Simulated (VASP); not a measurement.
WCl6: single point with PBE+D3(BJ)

WCl6, in a box:

```
CELL_PARAMETERS angstrom
15.55182 0.00000 0.00000
0.00000 15.59846 0.00000
0.00000 0.00000 15.58223
ATOMIC_POSITIONS crystal
W 0.49984 0.49974 0.50014
Cl 0.64796 0.49999 0.49987
Cl 0.35173 0.49950 0.50034
Cl 0.49961 0.64741 0.49977
Cl 0.50011 0.35207 0.50056
Cl 0.50007 0.50014 0.64796
Cl 0.49960 0.49935 0.35232
```

- Program: VASP 6.6.1
- Task: single point
- Functional: PBE
- Dispersion: D3(BJ)
- Potentials or basis: VASP PAW PBE potentials, release 64 (W_sv, Cl)
- Cutoff: 520 eV
- k mesh: 1 × 1 × 1
- Occupations: gaussian, width 0.005 eV
- Spin: no spin polarisation
- Dipole correction: no
- Further INCAR settings: ALGO = Normal; EDIFF = 1e-07; NBANDS = 37; ISYM = 0

```json
{"Largest force": "0.009 eV/Å", "Gap between the frontier levels": "2.14 eV", "Dispersion energy per atom": "-0.068 eV"}
```

Forces on the atoms (eV/Å):
```
W    0.001  0.000  0.000
Cl  -0.008  0.000  0.001
Cl   0.008  0.000  0.001
Cl   0.000 -0.008  0.000
Cl   0.000  0.008  0.000
Cl   0.000  0.000 -0.008
Cl   0.000  0.000  0.008
```

Levels at points of the mesh, in eV from the valence-band top:
```
           k point  band 25  band 26  band 27  band 28  band 29  band 30  band 31  band 32
(0.00, 0.00, 0.00)    -0.57     0.00     0.00     0.00     2.14     2.14     2.14     5.49
```

Wall time 5.8 min on 1 thread of Intel(R) Xeon(R) 6975P-C (Granite Rapids), with other jobs on the host, peak memory 2.4 GiB.

Caveat: spin-orbit coupling is left out, which moves the levels of the heavy elements.
